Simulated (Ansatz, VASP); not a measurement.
# PbSe: VASP beside Ansatz

INCAR

```
SYSTEM = PbSe
PREC = Accurate
ENCUT = 400
EDIFF = 1E-8
ISMEAR = -1
SIGMA = 0.05
LREAL = .FALSE.
LASPH = .TRUE.
NELM = 120
ALGO = Normal
ISIF = 2
LWAVE = .FALSE.
LCHARG = .FALSE.
GGA = PE
LEFG = .TRUE.
NBANDS = 17
GGA_COMPAT = .FALSE.
```

KPOINTS

```
regular mesh
0
G
  7 7 7
  0 0 0
```

The input POSCAR:

```
PbSe
1.0
    3.7843220000      0.0000000000      0.0000000000
    0.0000000000      3.7843220000      0.0000000000
    0.0000000000      0.0000000000      3.7843220000
Pb Se
1 1
Direct
    0.0000000000      0.0000000000      0.0000000000
    0.5000000000      0.5000000000      0.5000000000
```

The input input.yaml:

```yaml
crystal:
  lattice:
    - [3.784322, 0.0, 0.0]
    - [0.0, 3.784322, 0.0]
    - [0.0, 0.0, 3.784322]
  atoms:
    - { symbol: Pb, position: [0.0, 0.0, 0.0] }
    - { symbol: Se, position: [0.5, 0.5, 0.5] }
kpoints:
  mp_grid: { grid: [7, 7, 7] }
scf:
  occupations: { method: fermi_dirac, width: 0.05 }
hamiltonian:
  xc: pbe
  pseudopotentials: { kind: all_electron, datasets: crystal }
output:
  forces: true
  stress: true
  eigenvalues: true
  efg: {}
```

Alike in both runs: task electric field gradients; functional PBE; k mesh 7 × 7 × 7; occupations fermi-dirac, width 0.05 eV; no spin polarisation.

|  | VASP | Ansatz |
| --- | --- | --- |
| version | VASP 6.6.1 | Ansatz 0.2.0 |
| potentials or method | VASP PAW PBE potentials, release 64 (Pb_d, Se), cutoff 400 eV | all-electron PAW datasets made for the crystal |

```tsv
	VASP	Ansatz	Ansatz less VASP
gap on the k mesh at the Fermi level (eV)	none	none	-
pressure (GPa)	-0.2	-0.2	+0.04
```

A gap of «none» marks a metal or a gap that the smearing closes. Ansatz ran all-electron here, and VASP with PAW potentials.

Spin-orbit coupling is off throughout.
